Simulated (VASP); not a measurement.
Si: single point with LDA

Si:

```
Si
1.0
    -3.27556    3.27556    1.86471
     3.27556   -3.27556    1.86471
     3.27556    3.27556   -1.86471
Si
4
Cartesian
  1.1713 1.1713 0.0000
  2.1042 2.1042 1.8647
  2.1042 -2.1042 1.8647
  -2.1042 2.1042 1.8647
```

This cell differs from its parent crystal: strain -0.015 along x and y, -0.030 along z.

```json
{
 "Program": "VASP 6.6.1",
 "Task": "single point",
 "Functional": "LDA",
 "Potentials or basis": "VASP PAW LDA potentials, release 64 (Si)",
 "Cutoff": "520 eV",
 "k mesh": "10 × 10 × 10",
 "Occupations": "gaussian, width 0.03 eV",
 "Spin": "no spin polarisation"
}
```

```yaml
Pressure: 3.9 GPa
Largest_force: 0.136 eV/Å
Band_gap_on_the_k_mesh: 0.10 eV, indirect (least direct gap 0.41 eV)
```

Forces on the atoms (eV/Å):
```
Si  -0.096 -0.096  0.000
Si   0.096  0.096  0.000
Si   0.096 -0.096  0.000
Si  -0.096  0.096  0.000
```

Stress tensor (GPa, compression positive):
```
2.85 0.00 0.00
0.00 2.85 0.00
0.00 0.00 6.04
```

Levels at points of the mesh, in eV from the valence-band top:
```
           k point  band 6  band 7  band 8  band 9  band 10  band 11
(0.00, 0.00, 0.00)   -1.45   -1.45   -0.56    1.48     1.60     1.60
(0.50, 0.00, 0.00)   -3.71   -2.50   -1.52    0.65     2.33     2.88
(0.50, 0.50, 0.00)   -2.10   -1.99   -1.60    1.71     1.88     1.97
(0.50, 0.50, 0.50)   -0.16    0.00    0.00    0.41     3.41     3.82
```

Wall time 51 s on 1 thread of Intel(R) Xeon(R) 6975P-C (Granite Rapids), on a shared host, peak memory 0.24 GiB.

Caveat: the cell differs from its parent crystal (strain -0.015 along x and y, -0.030 along z). A k mesh can miss the band edges.
